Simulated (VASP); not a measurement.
Here is a VASP 6.6.1 calculation.

INCAR

```
PREC     = Accurate       # precision mode
ENCUT    = 600            # plane-wave cutoff, eV
EDIFF    = 1E-6           # SCF threshold, eV
ISMEAR   = -1             # smearing method
SIGMA    = 0.02           # smearing width, eV
LREAL    = False          # projectors in reciprocal space
LASPH    = True           # aspherical terms in the spheres
NELM     = 80             # most SCF steps
ALGO     = Normal         # electronic algorithm
ISIF     = 3              # what is computed and relaxed
LWAVE    = False          # write WAVECAR
LCHARG   = False          # write CHGCAR
GGA      = PE             # functional
IBRION   = 2              # ionic algorithm
NSW      = 50             # ionic steps
EDIFFG   = -0.02          # ionic threshold
```

KPOINTS

```
Automatic mesh
0
Gamma
  6 6 6
```

The input POSCAR:

```
Ge
1.0
    0.0000000000      2.8289100000      2.8289100000
    2.8289100000      0.0000000000      2.8289100000
    2.8289100000      2.8289100000      0.0000000000
Ge
2
Direct
    0.0000000000      0.0000000000      0.0000000000
    0.2500000000      0.2500000000      0.2500000000
```

Potentials or basis: VASP PAW PBE potentials, release 64 (Ge_d).

Launch:

```bash
$ cat potpaw_PBE.64/Ge_d/POTCAR > POTCAR
$ mpirun -np 1 vasp_std > vasp.out
```

Q: Predict the space group after relaxing (to 0.05 Å).

A: Fd-3m (No. 227).

Q: What does it give for the relaxed volume?

A: 23.90 Å³/atom.

Q: What does it give for the relaxed cell?

A: a = 4.074 Å, b = 4.074 Å, c = 4.074 Å, α = 60.00°, β = 60.00°, γ = 60.00°.

Final structure:
```xyz
2
Lattice="0.0000 2.8804 2.8804 2.8804 0.0000 2.8804 2.8804 2.8804 0.0000" Properties=species:S:1:pos:R:3 pbc="T T T"
Ge    0.0000    0.0000    0.0000
Ge    1.4402    1.4402    1.4402
```

PBE usually gives volumes a little too large and moduli too small. Zero-point motion and thermal expansion aren't in these numbers.
